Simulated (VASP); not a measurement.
A run of VASP 6.6.1 is set up as follows.

File INCAR:

```
SYSTEM = B
ALGO = Normal ; EDIFF = 1E-7
ENCUT = 520 ; GGA = PE
ISIF = 2 ; ISMEAR = 0
LASPH = .TRUE. ; LCHARG = .FALSE.
LREAL = .FALSE. ; LWAVE = .FALSE.
NBANDS = 24 ; NELM = 100
PREC = Accurate ; SIGMA = 0.1
```

File KPOINTS:

```
k-points
0
G
  6 6 6
  0 0 0
```

The input POSCAR:

```
B
1.0
    5.5393167832     -0.0000000033      0.0000000000
   -2.7696583887      4.7971890555      0.0000000000
    0.0000000000      0.0000000000      2.8941643958
B
9
Direct
    0.6818382263      0.5115033580     -0.0262642484
    0.4884966420      0.1703348683      0.6404024182
    0.8296651317      0.3181617737      0.3070690849
    0.5115033580      0.6818382263      1.0262642484
    0.1703348683      0.4884966420      0.3595975818
    0.3181617737      0.8296651317      0.6929309151
    0.5422453067      0.0000000000      0.1666666667
    0.0000000000      0.5422453067      0.8333333333
    0.4577546933      0.4577546933      0.5000000000
```

Potentials or basis: VASP PAW PBE potentials, release 64 (B).

Run with:

```bash
$ cat potpaw_PBE.64/B/POTCAR > POTCAR
$ mpirun -np 1 vasp_std > vasp.out
```

Problem. Predict the largest force.

Solution. 0.022 eV/Å.

Problem. What does it give for the pressure?

Solution. 0.3 GPa.

Stress tensor (GPa, compression positive):
```
0.34 0.00 0.00
0.00 0.34 0.00
0.00 0.00 0.13
```

Caveat: the k points lie up to 0.36 Å⁻¹ apart.
